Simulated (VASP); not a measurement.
# H6C2O in VASP: a series of runs

The runs below take H6C2O through single point, with PBE+D3(BJ).

Everything below comes from runs of VASP 6.6.1. Logs are shortened: lines on timing, memory, paths and dates and some standing lists are left out, and cuts for length are marked.

## Step 1: The cell of the first run

The cell holds an amorphous packing of atoms, 36 atoms: a = 7.294 Å, b = 7.294 Å, c = 7.294 Å, α = 90.00°, β = 90.00°, γ = 90.00°.

## Step 2: Single point, PBE+D3(BJ)

INCAR

```
SYSTEM = H6C2O
PREC     = Accurate       ! precision mode
ENCUT    = 520            ! plane-wave cutoff, eV
EDIFF    = 1E-6           ! SCF threshold, eV
ISMEAR   = -1             ! smearing method
SIGMA    = 0.02           ! smearing width, eV
LREAL    = Auto         
LASPH    = .True.         ! aspherical terms in the spheres
NELM     = 80             ! most SCF steps
ALGO     = Normal         ! electronic algorithm
ISIF     = 2              ! what is computed and relaxed
LWAVE    = .False.        ! write WAVECAR
LCHARG   = .False.        ! write CHGCAR
GGA      = PE             ! functional
IVDW     = 12             ! dispersion correction
NBANDS   = 64             ! bands
```

KPOINTS

```
regular mesh
0
Gamma
  1 1 1
  0 0 0
```

POSCAR

```
H6C2O
1.0
    7.2936330000      0.0000000000      0.0000000000
    0.0000000000      7.2936330000      0.0000000000
    0.0000000000      0.0000000000      7.2936330000
C O H
8 4 24
Direct
    0.4526688376      0.3359148449      0.8562327191
    0.3036413217      0.3432424129      0.7126873663
    0.0810294975      0.7378594522     -0.0113186919
    0.2192651974      0.7272524852      0.1437099404
    0.7233708554      0.7038080489      0.5797376772
    0.6879822029      0.9082171223      0.5561832526
    0.9952224619      0.2599482303      0.2429925888
    0.7927662964      0.2541110678      0.1947474612
    0.2813458081      0.1622976917      0.6363719320
    0.3554066692      0.8668938025      0.1268253326
    0.5258579318      0.9469299678      0.4494719537
    0.7588200266      0.0963476914      0.0822405223
    0.1729415577      0.1614650055      0.5586372638
    0.1704844954      0.3829799937      0.7716511140
    0.3385208351      0.4425943287      0.6040855694
    0.4727787600      0.4725423365      0.9159563707
    0.4144790762      0.2396587566      0.9653211354
    0.5839425249      0.2906710895      0.7977083088
    0.4220980613      0.8728304768      0.2440595351
    0.1448887834      0.7407225646      0.2757068000
    0.2843103054      0.5901529709      0.1452867072
   -0.0157210488      0.6226864325     -0.0014328633
    0.0019754507      0.8658143134     -0.0047659102
    0.1502620767      0.7306158185     -0.1451624711
    0.4445413278      1.0313360478      0.5179292149
    0.6802209190      0.9771247980      0.6906407093
    0.8061029304      0.9670435701      0.4821482280
    0.8532069385      0.6823511815      0.6530798702
    0.6130410696      0.6383596126      0.6586918678
    0.7325978845      0.6359720413      0.4450003451
    0.6340246855      0.0541851069      0.1051580331
    0.7096908659      0.2487619767      0.3210218129
    0.7550251055      0.3819972178      0.1215424286
    1.0246104790      0.3792208092      0.3304845015
    1.0384801066      0.1330606512      0.3129239902
    1.0799055031      0.2704970816      0.1188121845
```

Potentials or basis: VASP PAW PBE potentials, release 64 (C, O, H).

Command:

```console
cat potpaw_PBE.64/C/POTCAR potpaw_PBE.64/O/POTCAR potpaw_PBE.64/H/POTCAR > POTCAR
mpirun -np 1 vasp_gam > vasp.out
```

OUTCAR:

```text
SYSTEM = H6C2O
   PREC = Accurate
   ENCUT = 520
   EDIFF = 1E-6
   ISMEAR = -1
   LREAL = Auto
   LASPH = .True.
   NELM = 80
   ISIF = 2
   GGA = PE
   IVDW = 12
 IVDW          = 12

 ion  position               nearest neighbor table
   1  0.453  0.336  0.856-  17 1.10  16 1.10  18 1.10   2 1.51
   2  0.304  0.343  0.713-  14 1.10  15 1.10   9 1.44   1 1.51
   3  0.081  0.738  0.989-  23 1.10  22 1.10  24 1.10   4 1.52
   4  0.219  0.727  0.144-  21 1.11  20 1.11  10 1.43   3 1.52
   5  0.723  0.704  0.580-  29 1.10  28 1.10  30 1.10   6 1.52
   6  0.688  0.908  0.556-  26 1.10  27 1.10  11 1.44   5 1.52
   7  0.995  0.260  0.243-  36 1.10  34 1.10  35 1.10   8 1.52
   8  0.793  0.254  0.195-  32 1.10  33 1.11  12 1.43   7 1.52
   9  0.281  0.162  0.636-  13 0.97   2 1.44
  10  0.355  0.867  0.127-  19 0.98   4 1.43
  11  0.526  0.947  0.449-  25 0.99   6 1.44
  12  0.759  0.096  0.082-  31 0.98   8 1.43
  13  0.173  0.161  0.559-   9 0.97
  14  0.170  0.383  0.772-   2 1.10
  15  0.339  0.443  0.604-   2 1.10
  16  0.473  0.473  0.916-   1 1.10
  17  0.414  0.240  0.965-   1 1.10
[... 17 lines left out ...]
  35  0.038  0.133  0.313-   7 1.10
  36  0.080  0.270  0.119-   7 1.10

  LATTYP: Found a simple cubic cell.
 ALAT       =     7.2936330000

  Lattice vectors:

 A1 = (   7.2936330000,   0.0000000000,   0.0000000000)
 A2 = (   0.0000000000,   7.2936330000,   0.0000000000)
 A3 = (   0.0000000000,   0.0000000000,   7.2936330000)

Analysis of symmetry for initial positions (statically):
=====================================================================
 Subroutine PRICEL returns:
 Original cell was already a primitive cell.

 Routine SETGRP: Setting up the symmetry group for a
 simple cubic supercell.

 Subroutine GETGRP returns: Found  1 space group operations
 (whereof  1 operations were pure point group operations)
 out of a pool of 48 trial point group operations.

The static configuration has the point symmetry C_1 .

Analysis of symmetry for dynamics (positions and initial velocities):
=====================================================================
 Subroutine PRICEL returns:
 Original cell was already a primitive cell.

 Routine SETGRP: Setting up the symmetry group for a
 simple cubic supercell.

 Subroutine GETGRP returns: Found  1 space group operations
 (whereof  1 operations were pure point group operations)
 out of a pool of 48 trial point group operations.

The dynamic configuration has the point symmetry C_1 .
[... 147 lines left out ...]
   IBRION =     -1    ionic relax: 0-MD 1-quasi-New 2-CG
   NFREE  =      0    steps in history (QN), initial steepest desc. (CG)
   ISIF   =      2    stress and relaxation
   ISYM   =      2    0-nonsym 1-usesym 2-fastsym
   POTIM  = 0.5000    time-step for ionic-motion
   TEBEG  =    0.0;   TEEND  =   0.0 temperature during run
   PSTRESS=    0.0 pullay stress
   NELECT =      80.0000    total number of electrons
   NUPDOWN=      -1.0000    fix difference up-down
   EMIN   =  10.00;   EMAX   =-10.00  energy-range for DOS
   EFERMI =   0.00;   METHOD = LEGACY
   ISMEAR =    -1;   SIGMA  =   0.02  broadening in eV -4-tet -1-fermi 0-gaus
   EFERMI_NEDOS =   21; number of points for ismear=-14 and -15
   IALGO  =     38    algorithm
   IMIX   =      4    mixing-type and parameters
     AMIX     =   0.40;   BMIX     =  1.00
     AMIX_MAG =   1.60;   BMIX_MAG =  1.00
  volume/ion in A,a.u.               =      10.78        72.73
  Fermi-wavevector in a.u.,A,eV,Ry     =   0.967151  1.827650 12.726630  0.935381
  Thomas-Fermi vector in A             =   2.097013
   LORBIT       =      0    0 simple, 1 ext, 2 COOP (PROOUT), +10 PAW based schemes
   GGA     = PE    functional components
   LHFCALC =     F    Hartree Fock is set to
   AEXX    =    0.0000 exact exchange contribution
   IVDW    =    12    specifies the selected vdW correction
   LEPSILON=     F    determine dielectric tensor
   LRPA    =     F    only Hartree local field effects (RPA)
 non-spin polarized calculation
  energy-cutoff  :      520.00
  volume of cell :      388.00
 maximum number of plane-waves:      5198
 NGX is ok and might be reduce to    54
   NGX = 27   NGY = 27   NGZ = 27

 number of electron      80.0000013 magnetization

 Free energy of the ion-electron system (eV)
  ---------------------------------------------------
  ext. energy  EPLUGINS =         0.00000000
  ---------------------------------------------------
  free energy    TOTEN  =      -188.36103646 eV

  energy without entropy =     -188.36103646  energy(sigma->0) =     -188.36103646

 E-fermi :  -2.1911     XC(G=0):  -6.4809

 val. band max:       -2.7423542678   @ k =   0.0000   0.0000   0.0000
 cond. band min:       1.9372276376   @ k =   0.0000   0.0000   0.0000
 fundamental gap:      4.6795819054
 Fermi energy:        -2.1911416807

 k-point     1 :       0.0000    0.0000    0.0000
  band No.  band energies     occupation
      1     -22.9457      2.00000
      2     -22.2326      2.00000
      3     -22.1519      2.00000
      4     -21.7595      2.00000
      5     -15.7637      2.00000
      6     -15.5703      2.00000
[... 44 lines left out ...]
     51       5.1448      0.00000
     52       5.2469      0.00000
 [bands above 52 left out]

------------------------ aborting loop because EDIFF is reached ----------------------------------------

 Edisp (eV)   -1.29522

 E8    (eV) :    -0.2822

  FORCE on cell =-STRESS in cart. coord.  units (eV):
  Direction    XX          YY          ZZ          XY          YZ          ZX
  --------------------------------------------------------------------------------------
  -------------------------------------------------------------------------------------
  Total      -1.70266    -1.23955    -1.02079     0.10208     0.02097    -0.18750
  in kB      -7.03084    -5.11851    -4.21516     0.42152     0.08658    -0.77425
  external pressure =       -5.45 kB  Pullay stress =        0.00 kB

 VOLUME and BASIS-vectors are now :
 -----------------------------------------------------------------------------
  energy-cutoff  :      520.00
  volume of cell :      388.00
      direct lattice vectors                 reciprocal lattice vectors
     7.293633000  0.000000000  0.000000000     0.137105884  0.000000000  0.000000000
     0.000000000  7.293633000  0.000000000     0.000000000  0.137105884  0.000000000
     0.000000000  0.000000000  7.293633000     0.000000000  0.000000000  0.137105884

 POSITION                                       TOTAL-FORCE (eV/Angst)
 -----------------------------------------------------------------------------------
      3.30160      2.45004      6.24505        -0.099287     -0.001039      0.033347
      2.21465      2.50348      5.19808        -0.133968      0.036397     -0.031276
      0.59100      5.38168      7.21108         0.077572      0.122290     -0.051670
      1.59924      5.30431      1.04817        -0.129334     -0.191344      0.104590
      5.27600      5.13332      4.22839        -0.292142     -0.000902     -0.105874
      5.01789      6.62420      4.05660         0.234017      0.103737     -0.087297
[... 28 lines left out ...]
      0.28066      0.97050      2.28235        -0.094310      0.024233     -0.007989
      0.58280      1.97291      0.86657         0.004005      0.022600      0.006937
 -----------------------------------------------------------------------------------
    total drift:                               -0.017498      0.011115      0.005431

  FREE ENERGIE OF THE ION-ELECTRON SYSTEM (eV)
  ---------------------------------------------------
  free  energy   TOTEN  =      -189.6562561514 eV

  energy  without entropy=     -189.6562561514  energy(sigma->0) =     -189.65625615
```

OSZICAR:

```text
N       E                     dE             d eps       ncg     rms          rms(c)
DAV:   1     0.545493177416E+03    0.54549E+03   -0.39798E+04   128   0.111E+03
DAV:   2    -0.137779781279E+03   -0.68327E+03   -0.64695E+03   168   0.258E+02
DAV:   3    -0.205535094457E+03   -0.67755E+02   -0.67181E+02   160   0.868E+01
DAV:   4    -0.207033614261E+03   -0.14985E+01   -0.14942E+01   168   0.147E+01
DAV:   5    -0.207068941640E+03   -0.35327E-01   -0.35304E-01   168   0.211E+00    0.235E+01
DAV:   6    -0.190998274265E+03    0.16071E+02   -0.29610E+01   160   0.181E+01    0.113E+01
DAV:   7    -0.188750857943E+03    0.22474E+01   -0.48174E+00   168   0.762E+00    0.591E+00
DAV:   8    -0.188364939437E+03    0.38592E+00   -0.10245E+00   152   0.429E+00    0.115E+00
DAV:   9    -0.188349473203E+03    0.15466E-01   -0.14842E-01   160   0.173E+00    0.528E-01
DAV:  10    -0.188359117273E+03   -0.96441E-02   -0.32533E-02   136   0.690E-01    0.241E-01
DAV:  11    -0.188359845929E+03   -0.72866E-03   -0.31549E-03   152   0.274E-01    0.143E-01
DAV:  12    -0.188361040535E+03   -0.11946E-02   -0.28124E-03   128   0.235E-01    0.511E-02
DAV:  13    -0.188361030324E+03    0.10211E-04   -0.50236E-04   168   0.103E-01    0.291E-02
DAV:  14    -0.188361033168E+03   -0.28435E-05   -0.89172E-05   144   0.412E-02    0.122E-02
DAV:  15    -0.188361037689E+03   -0.45215E-05   -0.30699E-05   144   0.265E-02    0.869E-03
DAV:  16    -0.188361036303E+03    0.13863E-05   -0.91288E-06   152   0.153E-02    0.270E-03
DAV:  17    -0.188361036457E+03   -0.15348E-06   -0.20447E-06   128   0.654E-03
   1 F= -.18965626E+03 E0= -.18965626E+03  d E =-.122573E-11
```

stdout:

```text
POSCAR found type information on POSCAR C O H
 POSCAR found :  3 types and      36 ions
 scaLAPACK will be used
 LDA part: xc-table for (Slater+PW92), standard interpolation
 POSCAR, INCAR and KPOINTS ok, starting setup
 FFT: planning ... GRIDC
 FFT: planning ... GRID_SOFT
 FFT: planning ... GRID
 WAVECAR not read
 entering main loop
```

It took 1.8 min on 1 thread of AMD EPYC 7R13, shared host; peak memory 0.32 GiB.

Results:

```yaml
Free_energy: -189.6563 eV
Pressure: -0.5 GPa
Largest_force: 0.393 eV/Å
Band_gap_on_the_k_mesh: 4.68 eV
Dispersion_energy_per_atom: -0.036 eV
```

Forces on the atoms (eV/Å):
```
C   -0.099 -0.001  0.033
C   -0.134  0.036 -0.031
C    0.078  0.122 -0.052
C   -0.129 -0.191  0.105
C   -0.292 -0.001 -0.106
C    0.234  0.104 -0.087
C    0.068 -0.018 -0.070
C    0.074 -0.015  0.114
O    0.117 -0.311 -0.210
O   -0.069  0.049 -0.139
O    0.150 -0.164  0.109
O   -0.033  0.071  0.086
H   -0.035  0.041 -0.035
H    0.033  0.181  0.151
H   -0.006  0.014 -0.071
H    0.001  0.024  0.036
H    0.004 -0.007  0.018
H   -0.018  0.003 -0.031
H    0.103  0.065  0.171
H    0.031  0.047  0.045
H    0.043 -0.003 -0.002
H   -0.006 -0.007  0.003
H    0.002 -0.001 -0.027
H    0.035  0.011 -0.021
H    0.004 -0.004  0.143
H   -0.109 -0.073 -0.057
H    0.028  0.098  0.002
H   -0.003  0.022 -0.008
H    0.021  0.001 -0.005
H    0.009  0.031  0.060
H    0.024 -0.051 -0.053
H   -0.033 -0.057 -0.041
H   -0.029 -0.073 -0.026
H    0.029  0.011  0.001
H   -0.094  0.024 -0.008
H    0.004  0.023  0.007
```

Levels at points of the mesh, in eV from the valence-band top:
| k point | band 36 | band 37 | band 38 | band 39 | band 40 | band 41 | band 42 | band 43 | band 44 | band 45 |
| --- | --- | --- | --- | --- | --- | --- | --- | --- | --- | --- |
| (0.00, 0.00, 0.00) | -1.52 | -0.96 | -0.52 | -0.36 | 0.00 | 4.68 | 6.07 | 6.30 | 6.49 | 6.57 |

Caveat: the k points lie up to 0.86 Å⁻¹ apart.

## Step 3: Single point, PBE+D3(BJ)

INCAR

```
SYSTEM = H6C2O
PREC = Accurate
ENCUT = 520
EDIFF = 1E-7
ISMEAR = -1
SIGMA = 0.02
LREAL = Auto
LASPH = .True.
NELM = 80
ALGO = Normal
ISIF = 2
LWAVE = .False.
LCHARG = .False.
GGA = PE
IVDW = 12
NBANDS = 64
```

KPOINTS

```
Automatic mesh
0
Gamma
  1 1 1
  0 0 0
```

POSCAR

```
H6C2O
1.0
    7.2936330000      0.0000000000      0.0000000000
    0.0000000000      7.2936330000      0.0000000000
    0.0000000000      0.0000000000      7.2936330000
C O H
8 4 24
Direct
    0.4955143753      0.3063905190      0.8010548378
    0.3157274297      0.3380071358      0.6962099683
    0.1123994037      0.7279088487     -0.0398566805
    0.2269376592      0.7258659710      0.1264390462
    0.7458560089      0.7539315455      0.6406409536
    0.7110722462      0.9115073380      0.5080047214
    0.9907682495      0.3216641144      0.2340260334
    0.8039203508      0.2626263208      0.1808426610
    0.2817525916      0.1516391077      0.6465913489
    0.3689656444      0.8682230104      0.1240122721
    0.5231000792      0.9502808820      0.4496524571
    0.8173978592      0.0939860835      0.0664278008
    0.1572056066      0.1452911053      0.5910497553
    0.2001883012      0.3919308800      0.7716182045
    0.3483174983      0.4242878686      0.5743228375
    0.5497260419      0.4175422591      0.8689222504
    0.4549721654      0.2009835153      0.9041036202
    0.5918175483      0.2578824572      0.6979786342
    0.3940834424      0.8865129353      0.2545644948
    0.1471283241      0.7262635781      0.2529740666
    0.3108601708      0.5992212660      0.1322934675
    0.0251452191      0.6108067132     -0.0550068807
    0.0403365511      0.8668108198     -0.0552262501
    0.1993930871      0.7151717121     -0.1696685314
    0.4435923771      1.0101550215      0.5407181853
    0.7468020395      1.0426628266      0.5799167575
    0.7824221482      0.8932174131      0.3866523035
    0.8994557308      0.7489820231      0.6530764572
    0.6972519731      0.7656815198      0.7814898282
    0.6938791683      0.6312492005      0.5776682210
    0.6869416106      0.0649059255      0.0706095303
    0.7417839642      0.2259230756      0.3083100013
    0.7088374203      0.3529242560      0.1039673918
    0.9918513860      0.4355168405      0.3283411710
    1.0676846504      0.1964041788      0.2735399492
    1.0653538504      0.3699253856      0.1140309637
```

Potentials or basis: VASP PAW PBE potentials, release 64 (C, O, H).

Command:

```console
cat potpaw_PBE.64/C/POTCAR potpaw_PBE.64/O/POTCAR potpaw_PBE.64/H/POTCAR > POTCAR
mpirun -np 1 vasp_gam > vasp.out
```

Wall time 1.9 min (1 thread of AMD EPYC 7R13, shared host); peak memory 0.32 GiB.

The run converged. Its results:

```
Free energy                : -188.1934 eV
Pressure                   : 0.8 GPa
Largest force              : 4.176 eV/Å
Band gap on the k mesh     : 4.40 eV
Dispersion energy per atom : -0.036 eV
```

Forces on the atoms (eV/Å):
```
C   -2.034 -1.496 -0.253
C    1.887 -0.141 -0.409
C    0.453  2.078 -2.338
C    2.185 -0.603  0.120
C    1.043  0.511 -0.398
C   -2.230  1.902  2.975
C    0.953 -0.203 -1.453
C   -0.219 -0.975 -0.832
O   -2.168 -0.494 -1.127
O   -1.347 -0.105 -0.092
O    0.141 -1.003 -0.399
O   -0.512  1.007  0.875
H    0.882 -0.136  0.273
H   -0.252  0.328  0.470
H   -0.487 -0.108  0.140
H    0.892  2.241  1.071
H    0.672  0.117 -0.339
H    0.339 -0.313  0.184
H    0.757  0.323  0.199
H   -0.311  0.401  0.334
H   -0.429 -0.359  0.003
H   -0.979 -0.432  0.392
H    0.210 -1.397  0.230
H   -0.208  0.300  0.979
H    0.306  0.157  0.361
H    0.667 -0.479 -0.409
H    1.279 -0.211 -1.893
H   -0.675 -0.313 -0.144
H   -0.453  0.336  0.047
H   -0.102 -0.933 -0.122
H   -0.009 -0.859 -0.533
H   -1.048 -0.359  0.787
H    0.644  0.484  0.366
H    0.032  0.144  0.764
H   -0.151  0.446  0.498
H    0.270  0.146 -0.328
```

Stress tensor (GPa, compression positive):
```
-0.05  1.81  0.21
 1.81  1.00  1.21
 0.21  1.21  1.40
```

Levels at points of the mesh, in eV from the valence-band top:
| k point | band 38 | band 39 | band 40 | band 41 | band 42 | band 43 |
| --- | --- | --- | --- | --- | --- | --- |
| (0.00, 0.00, 0.00) | -0.63 | -0.53 | 0.00 | 4.40 | 5.56 | 6.09 |

Caveat: the k points lie up to 0.86 Å⁻¹ apart.
